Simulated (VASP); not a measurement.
TiCo2:

```xyz
6
Lattice="0.0000 3.3520 3.3520 3.3520 0.0000 3.3520 3.3520 3.3520 0.0000" Properties=species:S:1:pos:R:3 pbc="T T T"
Ti    3.3520    3.3520    3.3520
Ti    5.0280    5.0280    5.0280
Co    0.8380    0.8380    0.8380
Co    0.8380    2.5140    2.5140
Co    2.5140    2.5140    0.8380
Co    2.5140    0.8380    2.5140
```

```yaml
Program: VASP 6.6.1
Task: relaxation of cell and atoms
Functional: LDA
Potentials_or_basis: VASP PAW LDA potentials, release 64 (Ti_sv, Co)
Cutoff: 600 eV
k_mesh: 6 × 6 × 6
Occupations: gaussian, width 0.1 eV
Spin: collinear spin, ferrimagnetic start
Starting_moments: "[-0.03, -0.03, 0.12, 0.12, 0.12, 0.12] μB"
```

At the start: pressure -20.0 GPa; volume 12.55 Å³/atom.

Q: Where does the relaxation end?

A: Over 4 steps the energy falls by 82.5 meV/atom and the volume is 11.36 Å³/atom (-9.5 %); space group Fd-3m (No. 227, to 0.05 Å); moment 0.00 μB per cell.

Step by step:
```csv
step,energy change (eV),largest force (eV/Å),pressure (GPa),volume (Å³)
1,0.0000,0.0000,-20.02,75.33
2,0.5814,0.0000,45.04,59.48
3,-0.4940,0.0000,-0.91,68.34
4,-0.4947,0.0000,-0.14,68.13
```

Final structure:
```
Ti Co
1.0
     0.00000    3.24175    3.24175
     3.24175    0.00000    3.24175
     3.24175    3.24175    0.00000
Ti Co
2 4
Direct
  0.50000 0.50000 0.50000
  0.75000 0.75000 0.75000
  0.12500 0.12500 0.12500
  0.62500 0.12500 0.12500
  0.12500 0.12500 0.62500
  0.12500 0.62500 0.12500
```
